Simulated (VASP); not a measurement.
Input of a VASP 6.6.1 run:

The input INCAR:

```
PREC     = Accurate       # precision mode
ENCUT    = 600            # plane-wave cutoff, eV
EDIFF    = 1E-6           # SCF threshold, eV
ISMEAR   = 1              # smearing method
SIGMA    = 0.1            # smearing width, eV
LREAL    = False          # projectors in reciprocal space
LASPH    = True           # aspherical terms in the spheres
NELM     = 80             # most SCF steps
ALGO     = Normal         # electronic algorithm
ISIF     = 3              # what is computed and relaxed
LWAVE    = False          # write WAVECAR
LCHARG   = False          # write CHGCAR
GGA      = PS             # functional
IBRION   = 2              # ionic algorithm
NSW      = 50             # ionic steps
EDIFFG   = -0.03          # ionic threshold
PSTRESS  = 50.0
```

Contents of KPOINTS:

```
regular mesh
0
Gamma
  9 9 3
```

The input POSCAR:

```
Al
1.0
    2.8270770200      0.0000000000      0.0000000000
   -1.4135385100      2.4483205200      0.0000000000
    0.0000000000      0.0000000000      9.1859930700
Al
4
Direct
    0.0000000000      0.0000000000      0.0000000000
    0.3333333318      0.6666666708      0.2500000003
    0.0000000000      0.0000000000      0.5000000005
    0.6666666717      0.3333333292      0.7499999997
```

Potentials or basis: VASP PAW PBE potentials, release 64 (Al).

Run with:

```sh
$ cat potpaw_PBE.64/Al/POTCAR > POTCAR
$ mpirun -np 1 vasp_std > vasp.out
```

(1) Estimate the space group after relaxing (to 0.05 Å).

(2) What does it give for the band gap on the k mesh?

(3) What does it give for the relaxed cell?

Answers

(1) P6_3/mmc (No. 194).

(2) zero (band 6 reaches 12.61 eV, above the bottom of band 7 at 7.37 eV).

(3) a = 2.779 Å, b = 2.779 Å, c = 9.186 Å, α = 90.00°, β = 90.00°, γ = 120.00°.

Caveat: the cell is relaxed towards a set pressure, so the enthalpy falls and the energy may rise.
